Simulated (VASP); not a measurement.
Input of a VASP 6.6.1 run:

INCAR

```
PREC     = Accurate       # precision mode
ENCUT    = 520            # plane-wave cutoff, eV
EDIFF    = 1E-6           # SCF threshold, eV
ISMEAR   = 0              # smearing method
SIGMA    = 0.1            # smearing width, eV
LREAL    = F              # projectors in reciprocal space
LASPH    = T              # aspherical terms in the spheres
NELM     = 80             # most SCF steps
ALGO     = Fast           # electronic algorithm
ISIF     = 2              # what is computed and relaxed
LWAVE    = F              # write WAVECAR
LCHARG   = F              # write CHGCAR
GGA      = PE             # functional
IVDW     = 12             # dispersion correction
NBANDS   = 13             # bands
```

KPOINTS

```
Automatic mesh
0
Gamma
  14 14 14
```

POSCAR

```
Pb
1.0
    0.0000000000      2.5040929797      2.5040929797
    2.5040929797      0.0000000000      2.5040929797
    2.5040929797      2.5040929797      0.0000000000
Pb
1
Direct
    0.0000000000      0.0000000000      0.0000000000
```

Potentials or basis: VASP PAW PBE potentials, release 64 (Pb_d).

Command:

```bash
$ cat potpaw_PBE.64/Pb_d/POTCAR > POTCAR
$ mpirun -np 1 vasp_std > vasp.out
```

Problem. Estimate the band gap on the k mesh.

Solution. Zero (bands 7 and 8 overlap by 8.63 eV).

Problem. Estimate the pressure.

Solution. -1.3 GPa.

Caveat: spin-orbit coupling is left out, which moves the levels of the heavy elements.
